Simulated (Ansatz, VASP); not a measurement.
One calculation of Sb, two programs

```xyz
2
Lattice="0.0000 2.9749 2.9749 2.9749 0.0000 2.9749 2.9749 2.9749 0.0000" Properties=species:S:1:pos:R:3 pbc="T T T"
Sb   -0.7437   -0.7437   -0.7437
Sb    0.7437    0.7437    0.7437
```

Change from the starting cell: volume scaled by 0.65, LAPW.

Alike in both runs: task single point; functional PBEsol; k mesh 10 × 10 × 10; occupations fermi-dirac, width 0.1 eV; no spin polarisation.

|  | VASP | Ansatz |
| --- | --- | --- |
| version | VASP 6.6.1 | Ansatz 0.2.0 |
| potentials or method | VASP PAW PBE potentials, release 64 (Sb), cutoff 500 eV | all-electron LAPW, scalar-relativistic |

|  | VASP | Ansatz | Ansatz less VASP |
| --- | --- | --- | --- |
| pressure (GPa) | 37.1 | 36.2 | -0.94 |

VASP's potentials were made for PBE, not for PBEsol. Both programs put the cell under a high pressure, so it lies far from rest at this level. Ansatz ran all-electron here, and VASP with PAW potentials.

Neither program's run includes spin-orbit coupling.
